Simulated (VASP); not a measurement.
BiRu (rocksalt type):

```
Ru Bi
1.0
     0.00000    2.84181    2.84181
     2.84181    0.00000    2.84181
     2.84181    2.84181    0.00000
Ru Bi
1 1
Direct
  0.00000 0.00000 0.00000
  0.50000 0.50000 0.50000
```

- Program: VASP 6.6.1
- Task: relaxation of cell and atoms
- Functional: LDA
- Potentials or basis: VASP PAW LDA potentials, release 64 (Ru_pv, Bi_d)
- Cutoff: 600 eV
- k mesh: 13 × 13 × 13
- Occupations: fermi-dirac, width 0.08 eV
- Spin: no spin polarisation

At the start: pressure -13.5 GPa; volume 22.95 Å³/atom.

Task: Where does the relaxation end?

Result: Over 7 steps the energy falls by 141.5 meV/atom and the volume is 20.03 Å³/atom (-12.7 %); space group Fm-3m (No. 225, to 0.1 Å) before and after.

Step by step:
| step | energy change (eV) | largest force (eV/Å) | pressure (GPa) | volume (Å³) |
| --- | --- | --- | --- | --- |
| 1 | 0.0000 | 0.0000 | -13.52 | 45.90 |
| 2 | 0.2306 | 0.0000 | 32.90 | 34.20 |
| 3 | -0.2825 | 0.0000 | -0.68 | 40.25 |
| 4 | -0.2829 | 0.0000 | -0.16 | 40.10 |
| 5 | -0.2829 | 0.0000 | 0.21 | 39.99 |
| 6 | -0.2829 | 0.0000 | -0.25 | 40.13 |
| 7 | -0.2830 | 0.0000 | -0.01 | 40.05 |

Final structure:
```
Ru Bi
1.0
     0.00000    2.71563    2.71563
     2.71563    0.00000    2.71563
     2.71563    2.71563    0.00000
Ru Bi
1 1
Direct
  0.00000 0.00000 0.00000
  0.50000 0.50000 0.50000
```
